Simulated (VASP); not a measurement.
# TiNi (P4/mmm) in VASP: single point with LDA

Aim: the single point of TiNi with LDA.

Program: VASP 6.6.1. These are calculated values, not measurements. Logs are shortened: lines on timing, memory, paths and dates and some standing lists are left out, and cuts for length are marked.

## Step 1: The cell of the first run

It takes space group P4/mmm (No. 123, tetragonal). The conventional cell has a = 2.736 Å, b = 2.736 Å, c = 3.581 Å, α = 90.00°, β = 90.00°, γ = 90.00°. Within 3.6 Å of Ti (site symmetry 4/mmm) lie 8 Ni at 2.64 Å and 6 Ti at 2.74 to 3.58 Å. Within 3.6 Å of Ni (site symmetry 4/mmm) lie 8 Ti at 2.64 Å and 6 Ni at 2.74 to 3.58 Å.

## Step 2: Single point, LDA, collinear spin, ferromagnetic start

Input file INCAR:

```
SYSTEM = TiNi
ALGO = Normal
EDIFF = 1E-7
ENCUT = 520
GGA = CA
ISIF = 2
ISMEAR = -1
ISPIN = 2
LASPH = .TRUE.
LCHARG = .TRUE.
LELF = .TRUE.
LMAXMIX = 4
LORBIT = 11
LREAL = .FALSE.
LVHAR = .TRUE.
LWAVE = .FALSE.
MAGMOM = 0 1.5
NBANDS = 22
NELM = 150
PREC = Accurate
SIGMA = 0.1
```

Input file KPOINTS:

```
k-points
0
G
  10 10 8
  0 0 0
```

Input file POSCAR:

```
TiNi
1.0
    2.7358030000      0.0000000000      0.0000000000
    0.0000000000      2.7358030000      0.0000000000
    0.0000000000      0.0000000000      3.5814100000
Ti Ni
1 1
Direct
    0.5000000000      0.5000000000      0.5000000000
    0.0000000000      0.0000000000      0.0000000000
```

Potentials or basis: VASP PAW LDA potentials, release 64 (Ti_sv, Ni).

On the command line:

```console
> cat potpaw_LDA.64/Ti_sv/POTCAR potpaw_LDA.64/Ni/POTCAR > POTCAR
> mpirun -np 1 vasp_std > vasp.out
```

OUTCAR:

```text
SYSTEM = TiNi
   EDIFF = 1E-7
   ENCUT = 520
   GGA = CA
   ISIF = 2
   ISMEAR = -1
   ISPIN = 2
   LASPH = .TRUE.
   LORBIT = 11
   LREAL = .FALSE.
   NELM = 150
   PREC = Accurate

 ion  position               nearest neighbor table
   1  0.500  0.500  0.500-   2 2.64   2 2.64   2 2.64   2 2.64   2 2.64   2 2.64   2 2.64   2 2.64

   2  0.000  0.000  0.000-   1 2.64   1 2.64   1 2.64   1 2.64   1 2.64   1 2.64   1 2.64   1 2.64

  LATTYP: Found a simple tetragonal cell.
 ALAT       =     2.7358030000
 C/A-ratio  =     1.3090891413

  Lattice vectors:

 A1 = (   2.7358030000,   0.0000000000,   0.0000000000)
 A2 = (   0.0000000000,   2.7358030000,   0.0000000000)
 A3 = (   0.0000000000,   0.0000000000,   3.5814100000)

Analysis of symmetry for initial positions (statically):
=====================================================================
 Subroutine PRICEL returns:
 Original cell was already a primitive cell.

 Routine SETGRP: Setting up the symmetry group for a
 simple tetragonal supercell.

 Subroutine GETGRP returns: Found 16 space group operations
 (whereof 16 operations were pure point group operations)
 out of a pool of 16 trial point group operations.

The static configuration has the point symmetry D_4h.

Analysis of symmetry for dynamics (positions and initial velocities):
=====================================================================
 Subroutine PRICEL returns:
 Original cell was already a primitive cell.

 Routine SETGRP: Setting up the symmetry group for a
 simple tetragonal supercell.

 Subroutine GETGRP returns: Found 16 space group operations
 (whereof 16 operations were pure point group operations)
 out of a pool of 16 trial point group operations.

The dynamic configuration has the point symmetry D_4h.

Analysis of structural, dynamic, and magnetic symmetry:
=====================================================================
 Subroutine PRICEL returns:
 Original cell was already a primitive cell.

 Routine SETGRP: Setting up the symmetry group for a
 simple tetragonal supercell.

 Subroutine GETGRP returns: Found 16 space group operations
 (whereof 16 operations were pure point group operations)
 out of a pool of 16 trial point group operations.

The overall configuration has the point symmetry D_4h.

 Subroutine INISYM returns: Found 16 space group operations
 (whereof 16 operations are pure point group operations),
 and found     1 'primitive' translations

----------------------------------------------------------------------------------------

                                     Primitive cell

  volume of cell :      26.8055

  direct lattice vectors                    reciprocal lattice vectors
     2.735803000  0.000000000  0.000000000     0.365523395  0.000000000  0.000000000
     0.000000000  2.735803000  0.000000000     0.000000000  0.365523395  0.000000000
     0.000000000  0.000000000  3.581410000     0.000000000  0.000000000  0.279219637

  length of vectors
     2.735803000  2.735803000  3.581410000     0.365523395  0.365523395  0.279219637

  position of ions in fractional coordinates (direct lattice)
     0.500000000  0.500000000  0.500000000
     0.000000000  0.000000000  0.000000000

  ion indices of the primitive-cell ions
   primitive index   ion index
                 1           1
                 2           2

----------------------------------------------------------------------------------------

 KPOINTS: k-points

Automatic generation of k-mesh.
 Grid dimensions read from file:
 generate k-points for:   10   10    8

 Generating k-lattice:

  Cartesian coordinates                     Fractional coordinates (reciprocal lattice)
     0.036552339  0.000000000  0.000000000     0.100000000  0.000000000  0.000000000
     0.000000000  0.036552339  0.000000000     0.000000000  0.100000000  0.000000000
     0.000000000  0.000000000  0.034902455     0.000000000  0.000000000  0.125000000

  Length of vectors
     0.036552339  0.036552339  0.034902455

  Shift w.r.t. Gamma in fractional coordinates (k-lattice)
     0.000000000  0.000000000  0.000000000

 Subroutine IBZKPT returns following result:
 ===========================================

 Found    105 irreducible k-points:

 Following reciprocal coordinates:
            Coordinates               Weight
  0.000000  0.000000  0.000000      1.000000
  0.100000  0.000000  0.000000      4.000000
  0.200000  0.000000  0.000000      4.000000
  0.300000  0.000000  0.000000      4.000000
  0.400000  0.000000  0.000000      4.000000
  0.500000  0.000000  0.000000      2.000000
[... 16 lines left out ...]
  0.100000  0.000000  0.125000      8.000000
  0.200000  0.000000  0.125000      8.000000
 [... further k-points ...]
   k-points           NKPTS =    105   k-points in BZ     NKDIM =    105   number of bands    NBANDS=     22
   number of dos      NEDOS =    301   number of ions     NIONS =      2
   total plane-waves  NPLWV =  11200
   dimension x,y,z NGX =    20 NGY =   20 NGZ =   28
   dimension x,y,z NGXF=    40 NGYF=   40 NGZF=   56
   ions per type =               1   1
   NGX,Y,Z   is equivalent  to a cutoff of  12.15, 12.15, 13.00 a.u.
   NGXF,Y,Z  is equivalent  to a cutoff of  24.31, 24.31, 25.99 a.u.
 SYSTEM =  TiNi
   PREC   = accura    normal or accurate (medium, high low for compatibility)
   ISTART =      0    job   : 0-new  1-cont  2-samecut
   ICHARG =      2    charge: 1-file 2-atom 10-const
   ISPIN  =      2    spin polarized calculation?
   LNONCOLLINEAR =      F non collinear calculations
   LSORBIT =      F    spin-orbit coupling
   LASPH  =      T    aspherical Exc in radial PAW
   ENCUT  =  520.0 eV  38.22 Ry    6.18 a.u.   5.09  5.09  6.66*2*pi/ulx,y,z
   NELM   =    150;   NELMIN=  2; NELMDL= -5     # of ELM steps
   EDIFF  = 0.1E-06   stopping-criterion for ELM
   LREAL  =      F    real-space projection
   EDIFFG = 0.1E-05   stopping-criterion for IOM
   NSW    =      0    number of steps for IOM
   IBRION =     -1    ionic relax: 0-MD 1-quasi-New 2-CG
   NFREE  =      0    steps in history (QN), initial steepest desc. (CG)
   ISIF   =      2    stress and relaxation
   ISYM   =      2    0-nonsym 1-usesym 2-fastsym
   POTIM  = 0.5000    time-step for ionic-motion
   TEBEG  =    0.0;   TEEND  =   0.0 temperature during run
   PSTRESS=    0.0 pullay stress
   NELECT =      22.0000    total number of electrons
   NUPDOWN=      -1.0000    fix difference up-down
   EMIN   =  10.00;   EMAX   =-10.00  energy-range for DOS
   EFERMI =   0.00;   METHOD = LEGACY
   ISMEAR =    -1;   SIGMA  =   0.10  broadening in eV -4-tet -1-fermi 0-gaus
   EFERMI_NEDOS =   21; number of points for ismear=-14 and -15
   IALGO  =     38    algorithm
   IMIX   =      4    mixing-type and parameters
     AMIX     =   0.40;   BMIX     =  1.00
     AMIX_MAG =   1.60;   BMIX_MAG =  1.00
  volume/ion in A,a.u.               =      13.40        90.45
  Fermi-wavevector in a.u.,A,eV,Ry     =   1.532761  2.896499 31.964941  2.349357
  Thomas-Fermi vector in A             =   2.639922
   LORBIT       =     11    0 simple, 1 ext, 2 COOP (PROOUT), +10 PAW based schemes
   GGA     = CA    functional components
   LHFCALC =     F    Hartree Fock is set to
   AEXX    =    0.0000 exact exchange contribution
   IVDW    =     0    specifies the selected vdW correction
   LEPSILON=     F    determine dielectric tensor
   LRPA    =     F    only Hartree local field effects (RPA)
 spin polarized calculation
  energy-cutoff  :      520.00
  volume of cell :       26.81
 maximum number of plane-waves:       738
   NGX = 11   NGY = 11   NGZ = 13

 number of electron      22.0000032 magnetization      -0.0000562

 number of electron      22.0000032 magnetization       0.0000211

 Free energy of the ion-electron system (eV)
  ---------------------------------------------------
  ext. energy  EPLUGINS =         0.00000000
  ---------------------------------------------------
  free energy    TOTEN  =       -15.83838958 eV

  energy without entropy =      -15.75506943  energy(sigma->0) =      -15.79672951

 E-fermi :   9.0550     XC(G=0): -12.7896

 val. band max:        9.0494684104   @ k =   0.2000   0.1000   0.5000
 cond. band min:       9.0598677486   @ k =   0.5000   0.4000   0.0000
 fundamental gap:      0.0103993382
 Fermi energy:         9.0550045444

 spin component 1

 k-point     1 :       0.0000    0.0000    0.0000
  band No.  band energies     occupation
      1     -47.0940      1.00000
      2     -23.7203      1.00000
      3     -23.3730      1.00000
      4     -23.3730      1.00000
      5       1.5388      1.00000
      6       5.1919      1.00000
[... 14 lines left out ...]
     21      28.1666      0.00000
     22      29.7313      0.00000

 k-point     2 :       0.1000    0.0000    0.0000
  band No.  band energies     occupation
      1     -47.0857      1.00000
      2     -23.7135      1.00000
      3     -23.4369      1.00000
      4     -23.3676      1.00000
      5       1.7706      1.00000
      6       5.3132      1.00000
[... 14 lines left out ...]
     21      28.1684      0.00000
     22      30.7936      0.00000

 k-point     3 :       0.2000    0.0000    0.0000
  band No.  band energies     occupation
      1     -47.0639      1.00000
      2     -23.6958      1.00000
      3     -23.6021      1.00000
      4     -23.3534      1.00000
      5       2.4375      1.00000
      6       5.6301      1.00000
[... 14 lines left out ...]
     21      27.6097      0.00000
     22      29.0431      0.00000
[... 476 lines left out ...]
 k-point    23 :       0.1000    0.0000    0.1250
  band No.  band energies     occupation
      1     -47.0851      1.00000
      2     -23.7226      1.00000
      3     -23.4365      1.00000
      4     -23.3674      1.00000
      5       1.9776      1.00000
      6       5.3700      1.00000
[... 14 lines left out ...]
     21      28.5623      0.00000
     22      29.9769      0.00000

 k-point    24 :       0.2000    0.0000    0.1250
  band No.  band energies     occupation
      1     -47.0634      1.00000
      2     -23.7042      1.00000
      3     -23.6012      1.00000
      4     -23.3531      1.00000
      5       2.6239      1.00000
      6       5.6844      1.00000
[... 14 lines left out ...]
     21      28.0116      0.00000
     22      29.1045      0.00000

 [... further k-points ...]

 spin component 2

 k-point     1 :       0.0000    0.0000    0.0000
  band No.  band energies     occupation
      1     -47.0940      1.00000
      2     -23.7203      1.00000
      3     -23.3730      1.00000
      4     -23.3730      1.00000
      5       1.5388      1.00000
      6       5.1919      1.00000
[... 14 lines left out ...]
     21      28.1666      0.00000
     22      29.7313      0.00000

 k-point     2 :       0.1000    0.0000    0.0000
  band No.  band energies     occupation
      1     -47.0857      1.00000
      2     -23.7135      1.00000
      3     -23.4369      1.00000
      4     -23.3676      1.00000
      5       1.7706      1.00000
      6       5.3132      1.00000
[... 14 lines left out ...]
     21      28.1684      0.00000
     22      30.7936      0.00000

 k-point     3 :       0.2000    0.0000    0.0000
  band No.  band energies     occupation
      1     -47.0639      1.00000
      2     -23.6958      1.00000
      3     -23.6021      1.00000
      4     -23.3534      1.00000
      5       2.4375      1.00000
      6       5.6301      1.00000
[... 14 lines left out ...]
     21      27.6097      0.00000
     22      29.0431      0.00000
[... 476 lines left out ...]
 k-point    23 :       0.1000    0.0000    0.1250
  band No.  band energies     occupation
      1     -47.0851      1.00000
      2     -23.7226      1.00000
      3     -23.4365      1.00000
      4     -23.3674      1.00000
      5       1.9776      1.00000
      6       5.3700      1.00000
[... 14 lines left out ...]
     21      28.5623      0.00000
     22      29.9769      0.00000

 k-point    24 :       0.2000    0.0000    0.1250
  band No.  band energies     occupation
      1     -47.0634      1.00000
      2     -23.7042      1.00000
      3     -23.6012      1.00000
      4     -23.3531      1.00000
      5       2.6239      1.00000
      6       5.6844      1.00000
[... 14 lines left out ...]
     21      28.0116      0.00000
     22      29.1045      0.00000

 [... further k-points ...]
[... 5 lines left out ...]
  --------------------------------------------------------------------------------------
  -------------------------------------------------------------------------------------
  Total       -1.7506988     -1.7506988     -2.2670449      0.0000000      0.0000000      0.0000000
  in kB     -104.6401438   -104.6401438   -135.5024122      0.0000000      0.0000000      0.0000000
  external PRESSURE =    -114.9275666 kB  Pullay stress =       0.0000000 kB

 VOLUME and BASIS-vectors are now :
 -----------------------------------------------------------------------------
  energy-cutoff  :      520.00
  volume of cell :       26.81
      direct lattice vectors                 reciprocal lattice vectors
     2.735803000  0.000000000  0.000000000     0.365523395  0.000000000  0.000000000
     0.000000000  2.735803000  0.000000000     0.000000000  0.365523395  0.000000000
     0.000000000  0.000000000  3.581410000     0.000000000  0.000000000  0.279219637

 POSITION                                       TOTAL-FORCE (eV/Angst)
 -----------------------------------------------------------------------------------
      1.36790      1.36790      1.79070         0.000000      0.000000      0.000000
      0.00000      0.00000      0.00000         0.000000      0.000000      0.000000
 -----------------------------------------------------------------------------------
    total drift:                                0.000000      0.000000      0.000000

  FREE ENERGIE OF THE ION-ELECTRON SYSTEM (eV)
  ---------------------------------------------------
  free  energy   TOTEN  =       -15.8383895792 eV

  energy  without entropy=      -15.7550694326  energy(sigma->0) =      -15.79672951

 total charge

# of ion       s       p       d       tot
------------------------------------------
    1        2.248   6.144   1.934  10.326
    2        0.551   0.476   8.321   9.348
--------------------------------------------------
tot          2.799   6.619  10.255  19.674

 magnetization (x)

# of ion       s       p       d       tot
------------------------------------------
    1        0.000  -0.000   0.000   0.000
    2        0.000  -0.000   0.000   0.000
--------------------------------------------------
tot          0.000  -0.000   0.000   0.000
```

It took 54 s on 1 thread of Intel Xeon 6975P-C (Granite Rapids), shared host; peak memory 0.2 GiB.

What came out:

* Free energy: -15.8384 eV
* Pressure: -11.5 GPa
* Band gap on the k mesh: zero (filled and empty bands overlap)
* Net moment: 0.00 μB per cell
* Valence electrons inside the program's atomic spheres: Ti 10.33; Ni 9.35

Caveat: the cell stands under tension.
